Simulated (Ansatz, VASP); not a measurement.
Two plane-wave programs on Hf

```
Hf
1.0
     3.16320    0.00000    0.00000
    -1.58160    2.73941    0.00000
     0.00000    0.00000   10.33100
Hf
4
Direct
  0.00000 0.00000 0.00000
  0.00000 0.00000 0.50000
  0.33333 0.66667 0.25000
  0.66667 0.33333 0.75000
```

Alike in both runs: task relaxation of cell and atoms; functional PBEsol; k mesh 11 × 11 × 3; occupations fermi-dirac, width 0.1 eV; no spin polarisation.

|  | VASP | Ansatz |
| --- | --- | --- |
| version | VASP 6.6.1 | Ansatz 0.2.0 |
| potentials or method | VASP PAW PBE potentials, release 64 (Hf_pv), cutoff 600 eV | plane waves (420 eV) with PAW, scalar-relativistic |
| valence electrons in the cell | 40 | 104 |

```csv
,VASP,Ansatz,Ansatz less VASP
relaxed volume (Å³/atom),21.66,21.73,+0.076
relaxed cell length with the largest relative difference (Å),3.151,3.154,+0.0038
```

VASP's potentials were made for PBE, not for PBEsol, and Ansatz warns of the same on its side. VASP's potentials hold 40 valence electrons a cell and Ansatz's 104, so a difference there can come from the potentials and not from the codes.

Spin-orbit coupling is off throughout.
